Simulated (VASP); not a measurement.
# Zr3NbTe2 (P4/mmm) in VASP: a series of runs

Zr3NbTe2 is run at these levels: PBE; tasks: single point, relaxation of cell and atoms.

Program: VASP 6.6.1. These are calculated values, not measurements. Logs are shortened: lines on timing, memory, paths and dates and some standing lists are left out, and cuts for length are marked.

## 1. The cell of the first run

The structure is tetragonal, space group P4/mmm (No. 123). The conventional cell has a = 4.344 Å, b = 4.344 Å, c = 7.034 Å, α = 90.00°, β = 90.00°, γ = 90.00°. Within 2.9 Å of Zr (site symmetry 4mm) lie 1 Nb at 2.17 Å and 1 Zr at 2.69 Å. Within 4.4 Å of Zr (site symmetry 4/mmm) lie 12 Zr at 3.35 to 4.34 Å and 8 Te at 4.13 Å. Within 2.9 Å of Nb (site symmetry 4/mmm) lie 2 Zr at 2.17 Å and 4 Te at 2.17 Å. Te (site symmetry mmm) has 2 Nb at 2.17 Å within 2.9 Å.

The cell was generated, and may not be a known phase.

## 2. Single point, PBE

INCAR

```
ALGO = Normal ; EDIFF = 1E-7
ENCUT = 520 ; GGA = PE
ISIF = 2 ; ISMEAR = 0
LASPH = True ; LCHARG = True
LELF = True ; LREAL = False
LVHAR = True ; LWAVE = False
NBANDS = 40 ; NELM = 100
PREC = Accurate ; SIGMA = 0.1
```

KPOINTS

```
k-points
0
Gamma
  4 4 4
```

POSCAR

```
Zr3NbTe2
1.0
    4.3443359000      0.0000000000      0.0000000000
    0.0000000000      4.3443359000      0.0000000000
    0.0000000000      0.0000000000      7.0344506200
Zr Nb Te
3 1 2
Direct
    0.0000000000      0.0000000000      0.6912370800
    0.0000000000      0.0000000000      0.3087629200
    0.5000000000      0.5000000000      0.5000000000
    0.0000000000      0.0000000000      0.0000000000
    0.0000000000      0.5000000000      0.0000000000
    0.5000000000      0.0000000000      0.0000000000
```

Potentials or basis: VASP PAW PBE potentials, release 64 (Zr_sv, Nb_sv, Te).

Launch:

```sh
$ cat potpaw_PBE.64/Zr_sv/POTCAR potpaw_PBE.64/Nb_sv/POTCAR potpaw_PBE.64/Te/POTCAR > POTCAR
$ mpirun -np 1 vasp_std > vasp.out
```

OUTCAR:

```text
EDIFF = 1E-7
   ENCUT = 520
   GGA = PE
   ISIF = 2
   ISMEAR = 0
   LASPH = True
   LREAL = False
   NELM = 100
   PREC = Accurate

 ion  position               nearest neighbor table
   1  0.000  0.000  0.691-   4 2.17   2 2.69   5 3.07   6 3.07   5 3.07   6 3.07   3 3.35   3 3.35
                             3 3.35   3 3.35
   2  0.000  0.000  0.309-   4 2.17   1 2.69   5 3.07   6 3.07   5 3.07   6 3.07   3 3.35   3 3.35
                             3 3.35   3 3.35
   3  0.500  0.500  0.500-   1 3.35   2 3.35   1 3.35   2 3.35   1 3.35   2 3.35   1 3.35   2 3.35

   4  0.000  0.000  0.000-   1 2.17   2 2.17   5 2.17   6 2.17   5 2.17   6 2.17
   5  0.000  0.500  0.000-   4 2.17   4 2.17   1 3.07   1 3.07   2 3.07   2 3.07   6 3.07   6 3.07
                             6 3.07   6 3.07
   6  0.500  0.000  0.000-   4 2.17   4 2.17   1 3.07   1 3.07   2 3.07   2 3.07   5 3.07   5 3.07
                             5 3.07   5 3.07

  LATTYP: Found a simple tetragonal cell.
 ALAT       =     4.3443359000
 C/A-ratio  =     1.6192234629

  Lattice vectors:

 A1 = (   4.3443359000,   0.0000000000,   0.0000000000)
 A2 = (   0.0000000000,   4.3443359000,   0.0000000000)
 A3 = (   0.0000000000,   0.0000000000,   7.0344506200)

Analysis of symmetry for initial positions (statically):
=====================================================================
 Subroutine PRICEL returns:
 Original cell was already a primitive cell.

 Routine SETGRP: Setting up the symmetry group for a
 simple tetragonal supercell.

 Subroutine GETGRP returns: Found 16 space group operations
 (whereof 16 operations were pure point group operations)
 out of a pool of 16 trial point group operations.

The static configuration has the point symmetry D_4h.

Analysis of symmetry for dynamics (positions and initial velocities):
=====================================================================
 Subroutine PRICEL returns:
 Original cell was already a primitive cell.

 Routine SETGRP: Setting up the symmetry group for a
 simple tetragonal supercell.

 Subroutine GETGRP returns: Found 16 space group operations
 (whereof 16 operations were pure point group operations)
 out of a pool of 16 trial point group operations.

The dynamic configuration has the point symmetry D_4h.

 Subroutine INISYM returns: Found 16 space group operations
 (whereof 16 operations are pure point group operations),
 and found     1 'primitive' translations
[... 96 lines left out ...]
   EDIFF  = 0.1E-06   stopping-criterion for ELM
   LREAL  =      F    real-space projection
   EDIFFG = 0.1E-05   stopping-criterion for IOM
   NSW    =      0    number of steps for IOM
   IBRION =     -1    ionic relax: 0-MD 1-quasi-New 2-CG
   NFREE  =      0    steps in history (QN), initial steepest desc. (CG)
   ISIF   =      2    stress and relaxation
   ISYM   =      2    0-nonsym 1-usesym 2-fastsym
   POTIM  = 0.5000    time-step for ionic-motion
   TEBEG  =    0.0;   TEEND  =   0.0 temperature during run
   PSTRESS=    0.0 pullay stress
   NELECT =      61.0000    total number of electrons
   NUPDOWN=      -1.0000    fix difference up-down
   EMIN   =  10.00;   EMAX   =-10.00  energy-range for DOS
   EFERMI =   0.00;   METHOD = LEGACY
   ISMEAR =     0;   SIGMA  =   0.10  broadening in eV -4-tet -1-fermi 0-gaus
   EFERMI_NEDOS =   21; number of points for ismear=-14 and -15
   IALGO  =     38    algorithm
   IMIX   =      4    mixing-type and parameters
     AMIX     =   0.40;   BMIX     =  1.00
     AMIX_MAG =   1.60;   BMIX_MAG =  1.00
  volume/ion in A,a.u.               =      22.13       149.32
  Fermi-wavevector in a.u.,A,eV,Ry     =   1.263259  2.387214 21.712499  1.595824
  Thomas-Fermi vector in A             =   2.396625
   LORBIT       =      0    0 simple, 1 ext, 2 COOP (PROOUT), +10 PAW based schemes
   GGA     = PE    functional components
   LHFCALC =     F    Hartree Fock is set to
   AEXX    =    0.0000 exact exchange contribution
   IVDW    =     0    specifies the selected vdW correction
   LEPSILON=     F    determine dielectric tensor
   LRPA    =     F    only Hartree local field effects (RPA)
 non-spin polarized calculation
 Gauss-broadening in eV      SIGMA  =   0.10
  energy-cutoff  :      520.00
  volume of cell :      132.76
 maximum number of plane-waves:      3632
   NGX = 17   NGY = 17   NGZ = 27

 number of electron      60.9999998 magnetization

 Free energy of the ion-electron system (eV)
  ---------------------------------------------------
  ext. energy  EPLUGINS =         0.00000000
  ---------------------------------------------------
  free energy    TOTEN  =       -23.95737468 eV

  energy without entropy =      -23.91130423  energy(sigma->0) =      -23.93433945

 E-fermi :  10.2203     XC(G=0): -10.9421

 val. band max:       10.2114178492   @ k =   0.5000   0.2500   0.0000
 cond. band min:      10.2240957179   @ k =   0.5000   0.2500   0.5000
 fundamental gap:      0.0126778687
 Fermi energy:        10.2202892643

 k-point     1 :       0.0000    0.0000    0.0000
  band No.  band energies     occupation
      1     -44.2640      2.00000
      2     -39.0037      2.00000
      3     -38.5149      2.00000
      4     -38.5112      2.00000
      5     -21.9043      2.00000
      6     -21.4852      2.00000
[... 763 lines left out ...]
     39      12.9250      0.00000
     40      13.0675      0.00000

------------------------ aborting loop because EDIFF is reached ----------------------------------------

  FORCE on cell =-STRESS in cart. coord.  units (eV):
  Direction    XX          YY          ZZ          XY          YZ          ZX
  --------------------------------------------------------------------------------------
  -------------------------------------------------------------------------------------
  Total       61.5318811     61.5318811     38.1718471      0.0000000      0.0000000      0.0000000
  in kB      742.5638363    742.5638363    460.6560485      0.0000000      0.0000000      0.0000000
  external PRESSURE =     648.5945737 kB  Pullay stress =       0.0000000 kB

 VOLUME and BASIS-vectors are now :
 -----------------------------------------------------------------------------
  energy-cutoff  :      520.00
  volume of cell :      132.76
      direct lattice vectors                 reciprocal lattice vectors
     4.344335900  0.000000000  0.000000000     0.230184779  0.000000000  0.000000000
     0.000000000  4.344335900  0.000000000     0.000000000  0.230184779  0.000000000
     0.000000000  0.000000000  7.034450620     0.000000000  0.000000000  0.142157512

 POSITION                                       TOTAL-FORCE (eV/Angst)
 -----------------------------------------------------------------------------------
      0.00000      0.00000      4.86247        -0.000000      0.000000     -6.795976
      0.00000      0.00000      2.17198        -0.000000      0.000000      6.795976
      2.17217      2.17217      3.51723         0.000000     -0.000000      0.000000
      0.00000      0.00000      0.00000         0.000000     -0.000000      0.000000
      0.00000      2.17217      0.00000         0.000000     -0.000000      0.000000
      2.17217      0.00000      0.00000         0.000000     -0.000000      0.000000
 -----------------------------------------------------------------------------------
    total drift:                                0.000000      0.000000     -0.000000

  FREE ENERGIE OF THE ION-ELECTRON SYSTEM (eV)
  ---------------------------------------------------
  free  energy   TOTEN  =       -23.9573746803 eV

  energy  without entropy=      -23.9113042259  energy(sigma->0) =      -23.93433945
```

Wall time 52 s (1 thread of AMD EPYC 9R45 (Zen 5), shared host); peak memory 0.24 GiB.

What came out:

| Quantity | Value |
| --- | --- |
| Free energy | -23.9574 eV |
| Pressure | 64.9 GPa |
| Largest force | 6.796 eV/Å |
| Band gap on the k mesh | zero (an odd number of electrons rules out a gap without spin polarisation) |

Forces in eV/Å, atoms in the order of the input:
```
Zr   0.000  0.000 -6.796
Zr   0.000  0.000  6.796
Zr   0.000  0.000  0.000
Nb   0.000  0.000  0.000
Te   0.000  0.000  0.000
Te   0.000  0.000  0.000
```

Caveat: the k points lie up to 0.36 Å⁻¹ apart, too coarse for converged energies and pressures of a metal; spin-orbit coupling is left out, which moves the levels of the heavy elements; forces of over 1 eV/Å act on the atoms, so gaps and moduli don't describe the material at rest.

## 3. Single point, PBE

This run uses another cell than the first one, of 34.35 Å³/atom.

INCAR

```
SYSTEM = Zr3NbTe2
ALGO = Fast
EDIFF = 1E-6
ENCUT = 520
GGA = PE
ISIF = 2
ISMEAR = 0
LASPH = .True.
LCHARG = .True.
LELF = .True.
LREAL = .False.
LVHAR = .True.
LWAVE = .False.
NBANDS = 40
NELM = 100
PREC = Accurate
SIGMA = 0.1
```

KPOINTS

```
k-points
0
Gamma
  4 4 4
  0 0 0
```

POSCAR

```
Zr3NbTe2
1.0
    5.1496483679      0.0000000000      0.0000000000
    0.0000000000      5.1496483679      0.0000000000
    0.0000000000      0.0000000000      7.7717187799
Zr Nb Te
3 1 2
Direct
    0.0000000000      0.0000000000      0.6637251503
    0.0000000000      0.0000000000      0.3362748497
    0.5000000000      0.5000000000      0.5000000000
    0.0000000000      0.0000000000      0.0000000000
    0.0000000000      0.5000000000      0.0000000000
    0.5000000000      0.0000000000      0.0000000000
```

Potentials or basis: VASP PAW PBE potentials, release 64 (Zr_sv, Nb_sv, Te).

Launch:

```sh
$ cat potpaw_PBE.64/Zr_sv/POTCAR potpaw_PBE.64/Nb_sv/POTCAR potpaw_PBE.64/Te/POTCAR > POTCAR
$ mpirun -np 1 vasp_std > vasp.out
```

It took 3.6 min on 1 thread of AMD EPYC 9R45 (Zen 5), shared host; peak memory 0.36 GiB.

The run converged. Its results:

- Free energy: -35.4341 eV
- Pressure: 0.1 GPa
- Largest force: 0.018 eV/Å
- Band gap on the k mesh: zero (an odd number of electrons rules out a gap without spin polarisation)

Forces in eV/Å, atoms in the order of the input:
```
Zr   0.000  0.000  0.018
Zr   0.000  0.000 -0.018
Zr   0.000  0.000  0.000
Nb   0.000  0.000  0.000
Te   0.000  0.000  0.000
Te   0.000  0.000  0.000
```

Stress tensor (GPa, compression positive):
```
0.03 0.00 0.00
0.00 0.03 0.00
0.00 0.00 0.13
```

Levels at points of the mesh, in eV from the Fermi level:
```csv
k point,band 28,band 29,band 30,band 31,band 32,band 33,band 34,band 35
"(0.00, 0.00, 0.00)",-0.94,-0.72,-0.72,-0.31,0.06,0.06,0.14,0.41
"(0.50, 0.00, 0.00)",-1.29,-0.78,-0.13,0.01,0.20,0.35,0.83,1.00
"(0.50, 0.50, 0.00)",-0.93,0.14,0.14,0.33,0.42,0.77,1.05,1.06
"(0.00, 0.00, 0.50)",-0.54,-0.42,-0.42,-0.40,-0.09,-0.04,0.48,0.48
"(0.50, 0.00, 0.50)",-0.50,-0.36,-0.32,-0.26,0.07,0.11,0.31,0.86
"(0.50, 0.50, 0.50)",-1.00,-0.26,-0.02,-0.02,0.39,0.81,1.00,1.09
```

Caveat: spin-orbit coupling is left out, which moves the levels of the heavy elements.

## 4. Relaxation of cell and atoms, PBE

INCAR

```
SYSTEM = Zr3NbTe2
PREC = Accurate ; ENCUT = 600
EDIFF = 1E-6 ; ISMEAR = 0
SIGMA = 0.1 ; LREAL = .False.
LASPH = .True. ; NELM = 80
ALGO = Fast ; ISIF = 3
LWAVE = .False. ; LCHARG = .False.
GGA = PE ; IBRION = 2
NSW = 90 ; EDIFFG = -0.04
```

KPOINTS

```
Automatic mesh
0
Gamma
  4 4 4
  0 0 0
```

POSCAR

```
Zr3NbTe2
1.0
    4.3443359000      0.0000000000      0.0000000000
    0.0000000000      4.3443359000      0.0000000000
    0.0000000000      0.0000000000      7.0344506200
Zr Nb Te
3 1 2
Direct
    0.0000000000      0.0000000000      0.6912370800
    0.0000000000      0.0000000000      0.3087629200
    0.5000000000      0.5000000000      0.5000000000
    0.0000000000      0.0000000000      0.0000000000
    0.0000000000      0.5000000000      0.0000000000
    0.5000000000      0.0000000000      0.0000000000
```

Launch:

```sh
$ cat potpaw_PBE.64/Zr_sv/POTCAR potpaw_PBE.64/Nb_sv/POTCAR potpaw_PBE.64/Te/POTCAR > POTCAR
$ mpirun -np 1 vasp_std > vasp.out
```

It took 34 min on 1 thread of AMD EPYC 9R45 (Zen 5), shared host; peak memory 0.31 GiB.

Results (log left out):

```yaml
Free_energy: -35.4124 eV
Relaxed_volume: 34.39 Å³/atom
Relaxed_cell: a = 5.151 Å, b = 5.151 Å, c = 7.777 Å, α = 90.00°, β = 90.00°, γ = 90.00°
Space_group_after_relaxing_to_0.1_Å: P4/mmm (No. 123)
Pressure_after_relaxing: 0.0 GPa
Largest_force_after_relaxing: 0.032 eV/Å
Band_gap_on_the_k_mesh: zero (an odd number of electrons rules out a gap without spin polarisation)
```

Forces in eV/Å, atoms in the order of the input:
```
Zr   0.000  0.000 -0.032
Zr   0.000  0.000  0.032
Zr   0.000  0.000  0.000
Nb   0.000  0.000  0.000
Te   0.000  0.000  0.000
Te   0.000  0.000  0.000
```

Final structure:
```xyz
6
Lattice="5.1509 0.0000 0.0000 0.0000 5.1509 0.0000 0.0000 0.0000 7.7766" Properties=species:S:1:pos:R:3 pbc="T T T"
Zr    0.0000    0.0000    5.1651
Zr    0.0000    5.1509    2.6116
Zr    2.5754    2.5754    3.8883
Nb    0.0000    0.0000    7.7766
Te    0.0000    2.5754    7.7766
Te    2.5754    0.0000    7.7766
```

Levels at points of the mesh, in eV from the Fermi level:
| k point | band 27 | band 28 | band 29 | band 30 | band 31 | band 32 | band 33 | band 34 | band 35 | band 36 |
| --- | --- | --- | --- | --- | --- | --- | --- | --- | --- | --- |
| (0.00, 0.00, 0.00) | -1.19 | -0.94 | -0.72 | -0.72 | -0.31 | 0.07 | 0.07 | 0.14 | 0.41 | 0.41 |
| (0.50, 0.00, 0.00) | -1.50 | -1.29 | -0.78 | -0.13 | 0.02 | 0.20 | 0.36 | 0.82 | 1.00 | 1.09 |
| (0.50, 0.50, 0.00) | -0.99 | -0.93 | 0.14 | 0.14 | 0.33 | 0.43 | 0.77 | 1.04 | 1.06 | 1.22 |
| (0.00, 0.00, 0.50) | -1.07 | -0.53 | -0.42 | -0.42 | -0.41 | -0.09 | -0.05 | 0.48 | 0.48 | 0.71 |
| (0.50, 0.00, 0.50) | -1.10 | -0.50 | -0.37 | -0.32 | -0.26 | 0.07 | 0.11 | 0.31 | 0.86 | 0.96 |
| (0.50, 0.50, 0.50) | -1.08 | -1.00 | -0.26 | -0.01 | -0.01 | 0.39 | 0.81 | 0.99 | 1.09 | 1.17 |

Caveat: the k points lie up to 0.30 Å⁻¹ apart in the final cell, too coarse for converged energies and pressures of a metal; the volume moved by over 15 % at a fixed basis, so the end points are rough; spin-orbit coupling is left out, which moves the levels of the heavy elements.

[end of part 1 of 2]
